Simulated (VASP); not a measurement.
# Se (Fm-3m) in VASP: notebook

Runs on Se. Level: PBE. Tasks: single point.

Program: VASP 6.6.1. These are calculated values, not measurements. Logs are shortened: lines on timing, memory, paths and dates and some standing lists are left out, and cuts for length are marked.

### 1 The cell of the first run

The structure is cubic, space group Fm-3m (No. 225). The conventional cell has a = 3.322 Å, b = 3.322 Å, c = 3.322 Å, α = 90.00°, β = 90.00°, γ = 90.00°. Se (site symmetry m-3m) has 12 Se at 2.35 Å within 3.1 Å.

This isn't the form of Se at room conditions, which is trigonal, of chains.

### 2 Single point, PBE (9.17 Å³/atom)

INCAR

```
SYSTEM = Se
PREC = Accurate ; ENCUT = 520
EDIFF = 1E-6 ; ISMEAR = -1
SIGMA = 0.05 ; LREAL = .False.
LASPH = .True. ; NELM = 80
ALGO = Normal ; ISIF = 2
LWAVE = .False. ; LCHARG = .False.
GGA = PE ; NBANDS = 9
```

KPOINTS

```
regular mesh
0
Gamma
  15 15 15
  0 0 0
```

POSCAR

```
Se
1.0
    0.0000000000      1.6610881089      1.6610881089
    1.6610881089      0.0000000000      1.6610881089
    1.6610881089      1.6610881089      0.0000000000
Se
1
Direct
    0.0000000000      0.0000000000      0.0000000000
```

Potentials or basis: VASP PAW PBE potentials, release 64 (Se).

Started as:

```console
$ cat potpaw_PBE.64/Se/POTCAR > POTCAR
$ mpirun -np 1 vasp_std > vasp.out
```

OUTCAR:

```text
SYSTEM = Se
   PREC = Accurate
   ENCUT = 520
   EDIFF = 1E-6
   ISMEAR = -1
   LREAL = .False.
   LASPH = .True.
   NELM = 80
   ISIF = 2
   GGA = PE

 ion  position               nearest neighbor table
   1  0.000  0.000  0.000-

  LATTYP: Found a face centered cubic cell.
 ALAT       =     3.3221762178

  Lattice vectors:

 A1 = (   0.0000000000,   1.6610881089,   1.6610881089)
 A2 = (   1.6610881089,   0.0000000000,   1.6610881089)
 A3 = (   1.6610881089,   1.6610881089,   0.0000000000)

Analysis of symmetry for initial positions (statically):
=====================================================================
 Subroutine PRICEL returns:
 Original cell was already a primitive cell.

 Routine SETGRP: Setting up the symmetry group for a
 face centered cubic supercell.

 Subroutine GETGRP returns: Found 48 space group operations
 (whereof 48 operations were pure point group operations)
 out of a pool of 48 trial point group operations.

The static configuration has the point symmetry O_h .

Analysis of symmetry for dynamics (positions and initial velocities):
=====================================================================
 Subroutine PRICEL returns:
 Original cell was already a primitive cell.

 Routine SETGRP: Setting up the symmetry group for a
 face centered cubic supercell.

 Subroutine GETGRP returns: Found 48 space group operations
 (whereof 48 operations were pure point group operations)
 out of a pool of 48 trial point group operations.

The dynamic configuration has the point symmetry O_h .

 Subroutine INISYM returns: Found 48 space group operations
 (whereof 48 operations are pure point group operations),
 and found     1 'primitive' translations

----------------------------------------------------------------------------------------

                                     Primitive cell

  volume of cell :       9.1666

  direct lattice vectors                    reciprocal lattice vectors
     0.000000000  1.661088109  1.661088109    -0.301007513  0.301007513  0.301007513
     1.661088109  0.000000000  1.661088109     0.301007513 -0.301007513  0.301007513
     1.661088109  1.661088109  0.000000000     0.301007513  0.301007513 -0.301007513

  length of vectors
     2.349133332  2.349133332  2.349133332     0.521360305  0.521360305  0.521360305

  position of ions in fractional coordinates (direct lattice)
     0.000000000  0.000000000  0.000000000

  ion indices of the primitive-cell ions
   primitive index   ion index
                 1           1

----------------------------------------------------------------------------------------

 KPOINTS: regular mesh

Automatic generation of k-mesh.
 Grid dimensions read from file:
 generate k-points for:   15   15   15

 Generating k-lattice:

  Cartesian coordinates                     Fractional coordinates (reciprocal lattice)
    -0.020067168  0.020067168  0.020067168     0.066666667  0.000000000  0.000000000
     0.020067168 -0.020067168  0.020067168     0.000000000  0.066666667  0.000000000
     0.020067168  0.020067168 -0.020067168     0.000000000  0.000000000  0.066666667

  Length of vectors
     0.034757354  0.034757354  0.034757354

  Shift w.r.t. Gamma in fractional coordinates (k-lattice)
     0.000000000  0.000000000  0.000000000

 Subroutine IBZKPT returns following result:
 ===========================================

 Found    120 irreducible k-points:

 Following reciprocal coordinates:
            Coordinates               Weight
  0.000000  0.000000  0.000000      1.000000
  0.066667  0.000000  0.000000      8.000000
  0.133333  0.000000  0.000000      8.000000
  0.200000  0.000000  0.000000      8.000000
  0.266667  0.000000  0.000000      8.000000
  0.333333  0.000000  0.000000      8.000000
[... 16 lines left out ...]
  0.133333  0.133333  0.000000      6.000000
  0.200000  0.133333  0.000000     24.000000
 [... further k-points ...]
   k-points           NKPTS =    120   k-points in BZ     NKDIM =    120   number of bands    NBANDS=      9
   number of dos      NEDOS =    301   number of ions     NIONS =      1
   total plane-waves  NPLWV =   5832
   dimension x,y,z NGX =    18 NGY =   18 NGZ =   18
   dimension x,y,z NGXF=    36 NGYF=   36 NGZF=   36
   ions per type =               1
   NGX,Y,Z   is equivalent  to a cutoff of  12.74, 12.74, 12.74 a.u.
   NGXF,Y,Z  is equivalent  to a cutoff of  25.48, 25.48, 25.48 a.u.
 SYSTEM =  Se
   PREC   = accura    normal or accurate (medium, high low for compatibility)
   ISTART =      0    job   : 0-new  1-cont  2-samecut
   ICHARG =      2    charge: 1-file 2-atom 10-const
   ISPIN  =      1    spin polarized calculation?
   LNONCOLLINEAR =      F non collinear calculations
   LSORBIT =      F    spin-orbit coupling
   LASPH  =      T    aspherical Exc in radial PAW
   ENCUT  =  520.0 eV  38.22 Ry    6.18 a.u.   4.37  4.37  4.37*2*pi/ulx,y,z
   NELM   =     80;   NELMIN=  2; NELMDL= -5     # of ELM steps
   EDIFF  = 0.1E-05   stopping-criterion for ELM
   LREAL  =      F    real-space projection
   EDIFFG = 0.1E-04   stopping-criterion for IOM
   NSW    =      0    number of steps for IOM
   IBRION =     -1    ionic relax: 0-MD 1-quasi-New 2-CG
   NFREE  =      0    steps in history (QN), initial steepest desc. (CG)
   ISIF   =      2    stress and relaxation
   ISYM   =      2    0-nonsym 1-usesym 2-fastsym
   POTIM  = 0.5000    time-step for ionic-motion
   TEBEG  =    0.0;   TEEND  =   0.0 temperature during run
   PSTRESS=    0.0 pullay stress
   NELECT =       6.0000    total number of electrons
   NUPDOWN=      -1.0000    fix difference up-down
   EMIN   =  10.00;   EMAX   =-10.00  energy-range for DOS
   EFERMI =   0.00;   METHOD = LEGACY
   ISMEAR =    -1;   SIGMA  =   0.05  broadening in eV -4-tet -1-fermi 0-gaus
   EFERMI_NEDOS =   21; number of points for ismear=-14 and -15
   IALGO  =     38    algorithm
   IMIX   =      4    mixing-type and parameters
     AMIX     =   0.40;   BMIX     =  1.00
     AMIX_MAG =   1.60;   BMIX_MAG =  1.00
  volume/ion in A,a.u.               =       9.17        61.86
  Fermi-wavevector in a.u.,A,eV,Ry     =   1.421421  2.686095 27.489705  2.020436
  Thomas-Fermi vector in A             =   2.542232
   LORBIT       =      0    0 simple, 1 ext, 2 COOP (PROOUT), +10 PAW based schemes
   GGA     = PE    functional components
   LHFCALC =     F    Hartree Fock is set to
   AEXX    =    0.0000 exact exchange contribution
   IVDW    =     0    specifies the selected vdW correction
   LEPSILON=     F    determine dielectric tensor
   LRPA    =     F    only Hartree local field effects (RPA)
 non-spin polarized calculation
  energy-cutoff  :      520.00
  volume of cell :        9.17
 maximum number of plane-waves:       262
 NGX is ok and might be reduce to    18
   NGX =  9   NGY =  9   NGZ =  9

 number of electron       5.9999999 magnetization

 Free energy of the ion-electron system (eV)
  ---------------------------------------------------
  ext. energy  EPLUGINS =         0.00000000
  ---------------------------------------------------
  free energy    TOTEN  =         2.85087007 eV

  energy without entropy =        2.85460807  energy(sigma->0) =        2.85273907

 E-fermi :  19.0451     XC(G=0): -14.5657

 val. band max:       19.0370920631   @ k =   0.4667   0.2000   0.0667
 cond. band min:      19.0624870156   @ k =  -0.3333   0.1333   0.0000
 fundamental gap:      0.0253949525
 Fermi energy:        19.0451162881

 k-point     1 :       0.0000    0.0000    0.0000
  band No.  band energies     occupation
      1      -8.0740      2.00000
      2      28.9848      0.00000
      3      28.9848      0.00000
      4      28.9848      0.00000
      5      33.0694      0.00000
      6      33.0694      0.00000
      7      33.0694      0.00000
      8      34.8725      0.00000
      9      43.7101      0.00000

 k-point     2 :       0.0667    0.0000    0.0000
  band No.  band energies     occupation
      1      -7.8902      2.00000
      2      26.5194      0.00000
      3      28.4651      0.00000
      4      28.4651      0.00000
      5      32.6506      0.00000
      6      33.8241      0.00000
      7      33.8241      0.00000
      8      37.6054      0.00000
      9      41.8934      0.00000

 k-point     3 :       0.1333    0.0000    0.0000
  band No.  band energies     occupation
      1      -7.3386      2.00000
      2      22.3706      0.00000
      3      27.5020      0.00000
      4      27.5020      0.00000
      5      32.4038      0.00000
      6      35.3177      0.00000
      7      35.3177      0.00000
      8      39.6590      0.00000
      9      39.6590      0.00000

 k-point     4 :       0.2000    0.0000    0.0000
  band No.  band energies     occupation
      1      -6.4186      2.00000
      2      18.1525      2.00000
      3      26.6032      0.00000
      4      26.6032      0.00000
      5      32.2298      0.00000
      6      35.6415      0.00000
      7      35.6415      0.00000
      8      39.3978      0.00000
      9      39.3985      0.00000

 k-point     5 :       0.2667    0.0000    0.0000
  band No.  band energies     occupation
      1      -5.1300      2.00000
      2      14.1249      2.00000
      3      25.9014      0.00000
      4      25.9014      0.00000
      5      32.1694      0.00000
      6      34.2295      0.00000
      7      34.2295      0.00000
      8      37.9694      0.00000
      9      41.6038      0.00000

 k-point     6 :       0.3333    0.0000    0.0000
  band No.  band energies     occupation
      1      -3.4748      2.00000
      2      10.3726      2.00000
      3      25.4180      0.00000
      4      25.4180      0.00000
      5      32.2784      0.00000
      6      32.8155      0.00000
      7      32.8155      0.00000
      8      36.3853      0.00000
      9      44.5404      0.00000
[... 169 lines left out ...]
 k-point    21 :      -0.1333    0.0667    0.0000
  band No.  band energies     occupation
      1      -6.9094      2.00000
      2      21.0768      0.00000
      3      24.1727      0.00000
      4      28.7709      0.00000
      5      33.0137      0.00000
      6      34.3240      0.00000
      7      36.9728      0.00000
      8      37.3422      0.00000
      9      38.4072      0.00000

 k-point    22 :      -0.0667    0.0667    0.0000
  band No.  band energies     occupation
      1      -7.5838      2.00000
      2      25.2018      0.00000
      3      25.3021      0.00000
      4      29.1629      0.00000
      5      32.7073      0.00000
      6      33.4733      0.00000
      7      35.9189      0.00000
      8      39.2500      0.00000
      9      40.1015      0.00000

 k-point    23 :       0.1333    0.1333    0.0000
  band No.  band energies     occupation
      1      -7.0937      2.00000
      2      24.5775      0.00000
      3      24.5775      0.00000
      4      26.6649      0.00000
      5      28.2077      0.00000
      6      33.9175      0.00000
      7      38.7989      0.00000
      8      38.7989      0.00000
      9      41.6043      0.00000

 k-point    24 :       0.2000    0.1333    0.0000
  band No.  band energies     occupation
      1      -6.4193      2.00000
      2      21.3545      0.00000
      3      23.4511      0.00000
      4      25.9529      0.00000
      5      28.5014      0.00000
      6      31.8963      0.00000
      7      39.4531      0.00000
      8      40.4379      0.00000
      9      43.7094      0.00000

 [... further k-points ...]

------------------------ aborting loop because EDIFF is reached ----------------------------------------

  FORCE on cell =-STRESS in cart. coord.  units (eV):
  Direction    XX          YY          ZZ          XY          YZ          ZX
  --------------------------------------------------------------------------------------
  -------------------------------------------------------------------------------------
  Total       18.9251675     18.9251675     18.9251675     -0.0000000     -0.0000000      0.0000000
  in kB     3307.8233699   3307.8233699   3307.8233699     -0.0000000     -0.0000000      0.0000000
  external PRESSURE =    3307.8233699 kB  Pullay stress =       0.0000000 kB

 VOLUME and BASIS-vectors are now :
 -----------------------------------------------------------------------------
  energy-cutoff  :      520.00
  volume of cell :        9.17
      direct lattice vectors                 reciprocal lattice vectors
     0.000000000  1.661088109  1.661088109    -0.301007513  0.301007513  0.301007513
     1.661088109  0.000000000  1.661088109     0.301007513 -0.301007513  0.301007513
     1.661088109  1.661088109  0.000000000     0.301007513  0.301007513 -0.301007513

 POSITION                                       TOTAL-FORCE (eV/Angst)
 -----------------------------------------------------------------------------------
      0.00000      0.00000      0.00000         0.000000      0.000000      0.000000
 -----------------------------------------------------------------------------------
    total drift:                                0.000000     -0.000000     -0.000000

  FREE ENERGIE OF THE ION-ELECTRON SYSTEM (eV)
  ---------------------------------------------------
  free  energy   TOTEN  =         2.8508700731 eV

  energy  without entropy=        2.8546080658  energy(sigma->0) =        2.85273907
```

Run time: 16 s. Hardware: 1 thread of Intel Xeon 8259CL, shared host; peak memory 0.12 GiB.

Results:

| Item | Value |
| --- | --- |
| Free energy | 2.8509 eV |
| Pressure | 330.8 GPa |
| Band gap on the k mesh | zero (bands 3 and 4 overlap by 16.70 eV) |

Caveat: the cell stands under pressure.

### 3 Single point, PBE (9.17 Å³/atom)

INCAR

```
PREC     = Accurate       # precision mode
ENCUT    = 520            # plane-wave cutoff, eV
EDIFF    = 1E-6           # SCF threshold, eV
ISMEAR   = -1             # smearing method
SIGMA    = 0.05           # smearing width, eV
LREAL    = False          # projectors in reciprocal space
LASPH    = True           # aspherical terms in the spheres
NELM     = 100            # most SCF steps
ALGO     = Normal         # electronic algorithm
ISIF     = 2              # what is computed and relaxed
LWAVE    = False          # write WAVECAR
LCHARG   = False          # write CHGCAR
GGA      = PE             # functional
NBANDS   = 9              # bands
```

KPOINTS

```
Automatic mesh
0
Gamma
  15 15 15
```

POSCAR is that of step 2.

Potentials or basis: VASP PAW PBE potentials, release 64 (Se).

Started as:

```console
$ cat potpaw_PBE.64/Se/POTCAR > POTCAR
$ mpirun -np 1 vasp_std > vasp.out
```

Wall time 12 s (1 thread of Intel Xeon 8259CL, shared host); peak memory 0.13 GiB.

It converged, with:

```yaml
Free_energy: 2.8509 eV
Pressure: 330.8 GPa
Band_gap_on_the_k_mesh: zero (bands 3 and 4 overlap by 16.70 eV)
```

Levels at points of the mesh, in eV from the Fermi level:
| k point | band 1 | band 2 | band 3 | band 4 | band 5 | band 6 | band 7 | band 8 |
| --- | --- | --- | --- | --- | --- | --- | --- | --- |
| (0.00, 0.00, 0.00) | -27.12 | 9.94 | 9.94 | 9.94 | 14.02 | 14.02 | 14.02 | 15.83 |

Caveat: the cell stands under pressure.
